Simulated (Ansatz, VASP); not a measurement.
Si2W in VASP and in Ansatz

INCAR

```
SYSTEM = Si2W
PREC     = Accurate       ! precision mode
ENCUT    = 520            ! plane-wave cutoff, eV
EDIFF    = 1E-7           ! SCF threshold, eV
ISMEAR   = 0              ! smearing method
SIGMA    = 0.03           ! smearing width, eV
LREAL    = .False.        ! projectors in reciprocal space
LASPH    = .True.         ! aspherical terms in the spheres
NELM     = 60             ! most SCF steps
ALGO     = Normal         ! electronic algorithm
ISIF     = 2              ! what is computed and relaxed
LWAVE    = .False.        ! write WAVECAR
LCHARG   = .False.        ! write CHGCAR
GGA      = PE             ! functional
NBANDS   = 43             ! bands
```

Contents of KPOINTS:

```
regular mesh
0
Gamma
  9 9 6
  0 0 0
```

File POSCAR:

```
Si2W
1.0
    4.5661651910      0.0000000000      0.0000000000
   -2.2830825955      3.9544150533      0.0000000000
    0.0000000000      0.0000000000      6.7880611730
Si W
6 3
Direct
    0.8175753463      0.6351506926      0.5000000000
    0.1824246537      0.8175753463      0.8333333333
    0.6351506926      0.8175753463      0.1666666667
    0.1824246537      0.3648493074      0.5000000000
    0.8175753463      0.1824246537      0.8333333333
    0.3648493074      0.1824246537      0.1666666667
    0.0000000000      0.5000000000      0.1666666667
    0.5000000000      0.5000000000      0.8333333333
    0.5000000000      0.0000000000      0.5000000000
```

Input for Ansatz:

```yaml
crystal:
  lattice:
    - [4.566165191, 0.0, 0.0]
    - [-2.2830825955, 3.9544150533, 0.0]
    - [0.0, 0.0, 6.788061173]
  atoms:
    - { symbol: Si, position: [0.8175753463, 0.6351506926, 0.5] }
    - { symbol: Si, position: [0.1824246537, 0.8175753463, 0.8333333333] }
    - { symbol: Si, position: [0.6351506926, 0.8175753463, 0.1666666667] }
    - { symbol: Si, position: [0.1824246537, 0.3648493074, 0.5] }
    - { symbol: Si, position: [0.8175753463, 0.1824246537, 0.8333333333] }
    - { symbol: Si, position: [0.3648493074, 0.1824246537, 0.1666666667] }
    - { symbol: W, position: [0.0, 0.5, 0.1666666667] }
    - { symbol: W, position: [0.5, 0.5, 0.8333333333] }
    - { symbol: W, position: [0.5, 0.0, 0.5] }
basis:
  ecutwfc: 420
kpoints:
  mp_grid: { grid: [9, 9, 6] }
hamiltonian:
  xc: pbe
  pseudopotentials: { kind: paw, azcp: { folder: soft_1 } }
scf:
  occupations: { method: gaussian, width: 0.03 }
output:
  forces: true
  stress: true
  eigenvalues: true
```

Alike in both runs: task single point; functional PBE; k mesh 9 × 9 × 6; occupations gaussian, width 0.03 eV; no spin polarisation.

```csv
,VASP,Ansatz
version,VASP 6.6.1,Ansatz 0.2.0
potentials or method,"VASP PAW PBE potentials, release 64 (Si, W_sv), cutoff 520 eV","scalar-relativistic, plane waves, PAW"
valence electrons in the cell,66,66
```

Ansatz gave:

```
gap on the k mesh at the Fermi level (eV)                     : 0.41
least direct gap on the mesh (eV)                             : 0.80
pressure (GPa)                                                : 3.6
traceless stress, the component that is largest in VASP (GPa) : -5.87
rms of the force components (eV/Å)                            : 1.089
```

Problem. Which values does VASP return?

Solution. gap on the k mesh at the Fermi level (eV): 0.41; least direct gap on the mesh (eV): 0.80; pressure (GPa): 3.7; traceless stress, the component that is largest in VASP (GPa): -5.84; rms of the force components (eV/Å): 1.090.

Atom by atom the forces differ by 0.001 eV/Å (rms over components).

Spin-orbit coupling is off throughout.
